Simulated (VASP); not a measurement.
Wanted: the native input for a VASP 6.6.1 run.

| Quantity | Value |
| --- | --- |
| Task | relaxation of cell and atoms |
| Functional | PBE |
| Potentials or basis | VASP PAW PBE potentials, release 64 (Al) |
| Cutoff | 600 eV |
| k mesh | 15 × 15 × 15 |
| Occupations | fermi-dirac, width 0.08 eV |
| Spin | no spin polarisation |
| Target pressure | 230 GPa |
| Dipole correction | no |
| Further INCAR settings | ALGO = Normal; EDIFF = 1e-07; IBRION = 2; EDIFFG = -0.005; NSW = 32; ISIF = 3 |

The structure of Al lies in POSCAR:

```
Al
1.0
    0.0000000000      2.1743015102      2.1743015102
    2.1743015102      0.0000000000      2.1743015102
    2.1743015102      2.1743015102      0.0000000000
Al
2
Direct
   -0.1250000000     -0.1250000000     -0.1250000000
    0.1250000000      0.1250000000      0.1250000000
```

This isn't the form of Al at room conditions, which is fcc.

One way to write it, as run:

INCAR

```
SYSTEM = Al
  PREC = Accurate
  ENCUT = 600
  EDIFF = 1E-7
  ISMEAR = -1
  SIGMA = 0.08
  LREAL = .FALSE.
  LASPH = .TRUE.
  NELM = 100
  ALGO = Normal
  ISIF = 3
  LWAVE = .FALSE.
  LCHARG = .FALSE.
  GGA = PE
  IBRION = 2
  NSW = 32
  EDIFFG = -0.005
  PSTRESS = 2300.0
```

KPOINTS

```
regular mesh
0
G
  15 15 15
  0 0 0
```

Potentials or basis: VASP PAW PBE potentials, release 64 (Al).

Command:

```bash
$ cat potpaw_PBE.64/Al/POTCAR > POTCAR
$ mpirun -np 1 vasp_std > vasp.out
```

It gave:

The relaxed volume is 10.30 Å³/atom. The relaxed cell is a = 3.077 Å, b = 3.077 Å, c = 3.077 Å, α = 60.00°, β = 60.00°, γ = 60.00°. The space group after relaxing (to 0.1 Å) is Fd-3m (No. 227). The energy change on relaxing (the run minimises the enthalpy) is -27.7 meV/atom, the ionic steps are 3 and the pressure after relaxing is 230.0 GPa. The band gap on the k mesh is zero (bands 3 and 4 overlap by 8.59 eV).

Caveat: the cell is relaxed towards a set pressure, so the run minimises the enthalpy, not the energy.

Wall time 82 s on 1 thread of Intel Xeon 8259CL (shared host), peak memory 0.16 GiB.
